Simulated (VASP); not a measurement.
A run of VASP 6.6.1 is set up as follows.

INCAR

```
PREC = Accurate ; ENCUT = 520
EDIFF = 1E-6 ; ISMEAR = -1
SIGMA = 0.08 ; LREAL = F
LASPH = T ; NELM = 60
ALGO = Normal ; ISIF = 2
LWAVE = F ; LCHARG = F
NBANDS = 14
```

The input KPOINTS:

```
Automatic mesh
0
Gamma
  12 12 7
```

POSCAR

```
I
1.0
    3.1098875249      0.0000000000      0.0000000000
   -1.5549437624      2.6932415995      0.0000000000
    0.0000000000      0.0000000000      5.4171823985
I
2
Direct
    0.3333333333      0.6666666667      0.2500000000
    0.6666666667      0.3333333333      0.7500000000
```

Potentials or basis: VASP PAW LDA potentials, release 64 (I).

Launch:

```sh
$ cat potpaw_LDA.64/I/POTCAR > POTCAR
$ mpirun -np 1 vasp_std > vasp.out
```

(1) Estimate the band gap on the k mesh.

(2) What does it give for the pressure?

Results:

(1) zero (bands 7 and 8 overlap by 5.64 eV).

(2) 27.1 GPa.

Caveat: the cell stands under pressure; spin-orbit coupling is left out, which moves the levels of the heavy elements.
